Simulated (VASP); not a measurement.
Write the native input for VASP 6.6.1 that does the following.

```
Task                   : single point
Functional             : PBEsol
Potentials or basis    : VASP PAW PBE potentials, release 64 (Mn_pv, Si, C)
Cutoff                 : 520 eV
k mesh                 : 3 × 3 × 3
Occupations            : gaussian, width 0.05 eV
Spin                   : collinear spin
Starting moments       : [3.33, 0.01, 0.01, 0.01, 0.01, 0.01, 0.01, 0.0, -0.15, -0.15, -0.15, 0.0, -0.15, 0.0, 0.0, 0.0] μB
Hubbard terms          : Mn d U = 3.5 eV
Dipole correction      : no
Further INCAR settings : LREAL = Auto; ALGO = Normal; EDIFF = 1e-07; NBANDS = 54
```

The structure of MnSi7C8 lies in POSCAR:

```
MnSi7C8
1.0
    0.0000000000      4.3580000000      4.3580000000
    4.3580000000      0.0000000000      4.3580000000
    4.3580000000      4.3580000000      0.0000000000
Mn Si C
1 7 8
Direct
    0.0000000000      0.0000000000      1.0000000000
    0.9988277849      0.9988277849      0.5011722151
    0.9988277849      0.5011722151      0.9988277849
    0.9988277849      0.5011722151      0.5011722151
    0.5011722151      0.9988277849      0.9988277849
    0.5011722151      0.9988277849      0.5011722151
    0.5011722151      0.5011722151      0.9988277849
    0.5000000000      0.5000000000      0.5000000000
    0.1304116123      0.1304116123      0.1304116123
    0.1304116123      0.1304116123      0.6087651631
    0.1304116123      0.6087651631      0.1304116123
    0.1252462076      0.6249179308      0.6249179308
    0.6087651631      0.1304116123      0.1304116123
    0.6249179308      0.1252462076      0.6249179308
    0.6249179308      0.6249179308      0.1252462076
    0.6249179308      0.6249179308      0.6249179308
```

The input as run:

INCAR

```
  PREC = Accurate
  ENCUT = 520
  EDIFF = 1E-7
  ISMEAR = 0
  SIGMA = 0.05
  LREAL = Auto
  LASPH = T
  NELM = 150
  ALGO = Normal
  ISIF = 2
  LWAVE = F
  LCHARG = T
  ISPIN = 2
  MAGMOM = 3.33 0.01 0.01 0.01 0.01 0.01 0.01 0 -0.15 -0.15 -0.15 0 -0.15 0 0 0
  LORBIT = 11
  LMAXMIX = 4
  LDAU = T
  LDAUTYPE = 2
  LDAUL = 2 -1 -1
  LDAUU = 3.5 0 0
  LDAUJ = 0 0 0
  LDAUPRINT = 1
  GGA = PS
  LELF = T
  LVHAR = T
  NBANDS = 54
```

KPOINTS

```
Automatic mesh
0
Gamma
  3 3 3
```

Potentials or basis: VASP PAW PBE potentials, release 64 (Mn_pv, Si, C).

Launch:

```sh
$ cat potpaw_PBE.64/Mn_pv/POTCAR potpaw_PBE.64/Si/POTCAR potpaw_PBE.64/C/POTCAR > POTCAR
$ mpirun -np 1 vasp_std > vasp.out
```

Results of the run:

| Property | Result |
| --- | --- |
| Pressure | 4.5 GPa |
| Largest force | 0.113 eV/Å |
| Band gap on the k mesh | zero (filled and empty bands overlap) |
| Net moment | 3.00 μB per cell |
| Site moments | Mn +3.39; Si +0.02, +0.00; C -0.12, -0.00 μB |
| Valence electrons inside the program's atomic spheres | Mn 11.86; Si 1.69, 1.68; C 2.51, 2.54 |

Caveat: the k points lie up to 0.42 Å⁻¹ apart; the PAW data sets were made with another functional, which shifts forces and pressure a little; the U is typed as a test and isn't derived for this compound.

Run time: 2.2 min on 1 thread of Intel(R) Xeon(R) Platinum 8488C (Sapphire Rapids), on a shared host, peak memory 0.42 GiB.
